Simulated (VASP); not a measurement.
# P (Cmmm) in VASP: notebook

Runs on P. Level: PBEsol+D3(BJ). Tasks: single point.

All numbers are computed with VASP 6.6.1; they aren't measurements. Logs are shortened: lines on timing, memory, paths and dates and some standing lists are left out, and cuts for length are marked.

### Step 1. The cell of the first run

It takes space group Cmmm (No. 65, orthorhombic). Conventional cell: a = 3.222 Å, b = 3.539 Å, c = 2.391 Å, α = 90.00°, β = 90.00°, γ = 90.00°. Within 3.2 Å of P (site symmetry mmm) lie 6 P at 2.39 Å.

### Step 2. Single point, PBEsol+D3(BJ) (strain +0.0937 x Voigt [0, 0, 0, 0, 0, 1])

File INCAR:

```
PREC     = Accurate       # precision mode
ENCUT    = 520            # plane-wave cutoff, eV
EDIFF    = 1E-7           # SCF threshold, eV
ISMEAR   = 0              # smearing method
SIGMA    = 0.15           # smearing width, eV
LREAL    = False          # projectors in reciprocal space
LASPH    = True           # aspherical terms in the spheres
NELM     = 100            # most SCF steps
ALGO     = Normal         # electronic algorithm
ISIF     = 2              # what is computed and relaxed
LWAVE    = False          # write WAVECAR
LCHARG   = False          # write CHGCAR
GGA      = PS             # functional
IVDW     = 12             # dispersion correction
NBANDS   = 8              # bands
```

File KPOINTS:

```
regular mesh
0
Gamma
  24 24 24
```

File POSCAR:

```
P
1.0
    2.3904808287      0.1119940268      0.0000000000
    0.1119940268      2.3904808287      0.0000000000
    0.0000000000      0.0000000000      2.3906484192
P
1
Direct
    0.0000000000      0.0000000000      0.0000000000
```

Potentials or basis: VASP PAW PBE potentials, release 64 (P).

On the command line:

```
$ cat potpaw_PBE.64/P/POTCAR > POTCAR
$ mpirun -np 1 vasp_std > vasp.out
```

OUTCAR:

```text
PREC = Accurate
   ENCUT = 520
   EDIFF = 1E-7
   ISMEAR = 0
   LREAL = False
   LASPH = True
   NELM = 100
   ISIF = 2
   GGA = PS
   IVDW = 12
 IVDW          = 12

 ion  position               nearest neighbor table
   1  0.000  0.000  0.000-

  LATTYP: Found a base centered orthorhombic cell.
 ALAT       =     3.2222669369
 B/A-ratio  =     1.0983056182
 C/A-ratio  =     0.7419150759

  Lattice vectors:

 A1 = (  -0.1119940268,  -2.3904808287,   0.0000000000)
 A2 = (   2.3904808287,   0.1119940268,   0.0000000000)
 A3 = (   0.0000000000,   0.0000000000,   2.3906484192)

Analysis of symmetry for initial positions (statically):
=====================================================================
 Subroutine PRICEL returns:
 Original cell was already a primitive cell.

 Routine SETGRP: Setting up the symmetry group for a
 base centered orthorhombic supercell.

 Subroutine GETGRP returns: Found  8 space group operations
 (whereof  8 operations were pure point group operations)
 out of a pool of  8 trial point group operations.

The static configuration has the point symmetry D_2h.

Analysis of symmetry for dynamics (positions and initial velocities):
=====================================================================
 Subroutine PRICEL returns:
 Original cell was already a primitive cell.

 Routine SETGRP: Setting up the symmetry group for a
 base centered orthorhombic supercell.

 Subroutine GETGRP returns: Found  8 space group operations
 (whereof  8 operations were pure point group operations)
 out of a pool of  8 trial point group operations.

The dynamic configuration has the point symmetry D_2h.

 Subroutine INISYM returns: Found  8 space group operations
 (whereof  8 operations are pure point group operations),
 and found     1 'primitive' translations

----------------------------------------------------------------------------------------

                                     Primitive cell

  volume of cell :      13.6311

  direct lattice vectors                    reciprocal lattice vectors
     2.390480829  0.111994027  0.000000000     0.419246094 -0.019641680  0.000000000
     0.111994027  2.390480829  0.000000000    -0.019641680  0.419246094  0.000000000
     0.000000000  0.000000000  2.390648419     0.000000000  0.000000000  0.418296556

  length of vectors
[... 81 lines left out ...]
   LREAL  =      F    real-space projection
   EDIFFG = 0.1E-05   stopping-criterion for IOM
   NSW    =      0    number of steps for IOM
   IBRION =     -1    ionic relax: 0-MD 1-quasi-New 2-CG
   NFREE  =      0    steps in history (QN), initial steepest desc. (CG)
   ISIF   =      2    stress and relaxation
   ISYM   =      2    0-nonsym 1-usesym 2-fastsym
   POTIM  = 0.5000    time-step for ionic-motion
   TEBEG  =    0.0;   TEEND  =   0.0 temperature during run
   PSTRESS=    0.0 pullay stress
   NELECT =       5.0000    total number of electrons
   NUPDOWN=      -1.0000    fix difference up-down
   EMIN   =  10.00;   EMAX   =-10.00  energy-range for DOS
   EFERMI =   0.00;   METHOD = LEGACY
   ISMEAR =     0;   SIGMA  =   0.15  broadening in eV -4-tet -1-fermi 0-gaus
   EFERMI_NEDOS =   21; number of points for ismear=-14 and -15
   IALGO  =     38    algorithm
   IMIX   =      4    mixing-type and parameters
     AMIX     =   0.40;   BMIX     =  1.00
     AMIX_MAG =   1.60;   BMIX_MAG =  1.00
  volume/ion in A,a.u.               =      13.63        91.99
  Fermi-wavevector in a.u.,A,eV,Ry     =   1.171892  2.214554 18.685294  1.373330
  Thomas-Fermi vector in A             =   2.308329
   LORBIT       =      0    0 simple, 1 ext, 2 COOP (PROOUT), +10 PAW based schemes
   GGA     = PS    functional components
   LHFCALC =     F    Hartree Fock is set to
   AEXX    =    0.0000 exact exchange contribution
   IVDW    =    12    specifies the selected vdW correction
   LEPSILON=     F    determine dielectric tensor
   LRPA    =     F    only Hartree local field effects (RPA)
 non-spin polarized calculation
 Gauss-broadening in eV      SIGMA  =   0.15
  energy-cutoff  :      520.00
  volume of cell :       13.63
 maximum number of plane-waves:       381
 NGX is ok and might be reduce to    18
   NGX =  9   NGY =  9   NGZ =  9

 number of electron       4.9999999 magnetization

 Free energy of the ion-electron system (eV)
  ---------------------------------------------------
  ext. energy  EPLUGINS =         0.00000000
  ---------------------------------------------------
  free energy    TOTEN  =        -5.73777015 eV

  energy without entropy =       -5.73462265  energy(sigma->0) =       -5.73619640

 E-fermi :  10.5885     XC(G=0): -11.6710

 val. band max:       10.5811366300   @ k =   0.2917   0.2083   0.4167
 cond. band min:      10.5917875288   @ k =  -0.2500   0.0833   0.4167
 fundamental gap:      0.0106508987
 Fermi energy:        10.5885065207

 k-point     1 :       0.0000    0.0000    0.0000
  band No.  band energies     occupation
      1      -6.6401      2.00000
      2      15.6757      0.00000
      3      15.9068      0.00000
      4      16.3722      0.00000
      5      17.3062      0.00000
      6      17.4614      0.00000
      7      25.4226      0.00000
      8      35.0145      0.00000
[... 243 lines left out ...]
 k-point    24 :       0.4583    0.0417    0.0000
  band No.  band energies     occupation
      1      -2.1607      2.00000
      2       1.7105      2.00000
      3      17.8905      0.00000
      4      18.9601      0.00000
      5      20.4399      0.00000
      6      24.3742      0.00000
      7      25.4338      0.00000
      8      27.5583      0.00000

 [... further k-points ...]

------------------------ aborting loop because EDIFF is reached ----------------------------------------

 Edisp (eV)   -0.41600

 E8    (eV) :    -0.2469

  FORCE on cell =-STRESS in cart. coord.  units (eV):
  Direction    XX          YY          ZZ          XY          YZ          ZX
  --------------------------------------------------------------------------------------
  -------------------------------------------------------------------------------------
  Total       0.02023     0.02023     0.01343    -0.55601     0.00000     0.00000
  in kB       2.37806     2.37806     1.57839   -65.35256     0.00000     0.00000
  external pressure =        2.11 kB  Pullay stress =        0.00 kB

 VOLUME and BASIS-vectors are now :
 -----------------------------------------------------------------------------
  energy-cutoff  :      520.00
  volume of cell :       13.63
      direct lattice vectors                 reciprocal lattice vectors
     2.390480829  0.111994027  0.000000000     0.419246094 -0.019641680  0.000000000
     0.111994027  2.390480829  0.000000000    -0.019641680  0.419246094  0.000000000
     0.000000000  0.000000000  2.390648419     0.000000000  0.000000000  0.418296556

 POSITION                                       TOTAL-FORCE (eV/Angst)
 -----------------------------------------------------------------------------------
      0.00000      0.00000      0.00000        -0.000000      0.000000      0.000000
 -----------------------------------------------------------------------------------
    total drift:                               -0.000000      0.000000      0.000000

  FREE ENERGIE OF THE ION-ELECTRON SYSTEM (eV)
  ---------------------------------------------------
  free  energy   TOTEN  =        -6.1537719788 eV

  energy  without entropy=       -6.1506244792  energy(sigma->0) =       -6.15219823
```

stdout:

```text
POSCAR found type information on POSCAR P
 POSCAR found :  1 types and       1 ions
 scaLAPACK will be used
 -----------------------------------------------------------------------------
|                                                                             |
|                                                                             |
|     You enforced a specific xc type in the INCAR file but a different       |
|     I HOPE YOU KNOW WHAT YOU ARE DOING!                                     |
|                                                                             |
 -----------------------------------------------------------------------------

 LDA part: xc-table for (Slater+PW92), standard interpolation
 POSCAR, INCAR and KPOINTS ok, starting setup
 FFT: planning ... GRIDC
 FFT: planning ... GRID_SOFT
 FFT: planning ... GRID
 WAVECAR not read
 entering main loop
```

Run time: 47 s. Hardware: 1 thread of Intel Xeon 6975P-C (Granite Rapids), shared host; peak memory 0.28 GiB.

What came out:

| Item | Value |
| --- | --- |
| Free energy | -6.1538 eV |
| Pressure | 0.2 GPa |
| Dispersion energy per atom | -0.416 eV |

Stress tensor (GPa, compression positive):
```
 0.24 -6.54  0.00
-6.54  0.24  0.00
 0.00  0.00  0.16
```

Levels at points of the mesh, in eV from the Fermi level:
```tsv
k point	band 1	band 2	band 3	band 4	band 5	band 6	band 7	band 8
(0.00, 0.00, 0.00)	-17.23	5.09	5.32	5.78	6.72	6.87	14.83	24.43
(0.50, 0.00, 0.00)	-12.49	-9.31	8.03	8.46	9.22	14.60	14.61	17.41
(0.50, 0.50, 0.00)	-7.57	-6.47	-4.65	0.66	11.27	16.68	17.86	18.07
(0.00, 0.00, 0.50)	-12.55	-9.32	8.17	8.90	9.61	14.38	15.02	17.14
(0.50, 0.00, 0.50)	-7.38	-5.63	-5.60	0.45	10.98	16.02	16.98	19.47
(0.50, 0.50, 0.50)	-3.08	-2.35	-1.33	-1.16	3.55	4.69	5.34	10.86
```

Caveat: the cell differs from its parent crystal (strain +0.0937 x Voigt [0, 0, 0, 0, 0, 1]); the PAW data sets were made with another functional, which shifts forces and pressure a little; pairwise dispersion overbinds metals, which lowers pressure and volume.

### Step 3. Single point, PBEsol+D3(BJ) (strain +0.0562 x Voigt [0, 0, 0, 0, 0, 1])

File INCAR:

```
SYSTEM = P
ALGO = Normal ; EDIFF = 1E-7
ENCUT = 520 ; GGA = PS
ISIF = 2 ; ISMEAR = 0
IVDW = 12 ; LASPH = .TRUE.
LCHARG = .FALSE. ; LREAL = .FALSE.
LWAVE = .FALSE. ; NBANDS = 8
NELM = 60 ; PREC = Accurate
SIGMA = 0.15
```

File KPOINTS:

```
k-points
0
G
  24 24 24
  0 0 0
```

File POSCAR:

```
P
1.0
    2.3904808287      0.0671725113      0.0000000000
    0.0671725113      2.3904808287      0.0000000000
    0.0000000000      0.0000000000      2.3906484192
P
1
Direct
    0.0000000000      0.0000000000      0.0000000000
```

Potentials or basis: VASP PAW PBE potentials, release 64 (P).

On the command line:

```
$ cat potpaw_PBE.64/P/POTCAR > POTCAR
$ mpirun -np 1 vasp_std > vasp.out
```

Run time: 45 s. Hardware: 1 thread of Intel Xeon 6975P-C (Granite Rapids), shared host; peak memory 0.28 GiB.

It converged, with:

| Item | Value |
| --- | --- |
| Free energy | -6.1701 eV |
| Pressure | 0.2 GPa |
| Dispersion energy per atom | -0.415 eV |

Stress tensor (GPa, compression positive):
```
 0.14 -3.71  0.00
-3.71  0.14  0.00
 0.00  0.00  0.25
```

Levels at points of the mesh, in eV from the Fermi level:
```csv
k point,band 1,band 2,band 3,band 4,band 5,band 6
"(0.00, 0.00, 0.00)",-17.20,5.17,5.34,5.59,6.73,6.79
"(0.50, 0.00, 0.00)",-12.50,-9.29,8.30,8.46,9.38,14.62
"(0.50, 0.50, 0.00)",-7.46,-6.13,-5.05,0.54,11.33,16.94
"(0.00, 0.00, 0.50)",-12.52,-9.30,8.27,8.71,9.52,14.46
"(0.50, 0.00, 0.50)",-7.39,-5.61,-5.60,0.46,11.22,16.63
"(0.50, 0.50, 0.50)",-2.75,-2.28,-1.71,-0.98,3.89,4.51
```

Caveat: the cell differs from its parent crystal (strain +0.0562 x Voigt [0, 0, 0, 0, 0, 1]); the PAW data sets were made with another functional, which shifts forces and pressure a little; pairwise dispersion overbinds metals, which lowers pressure and volume.
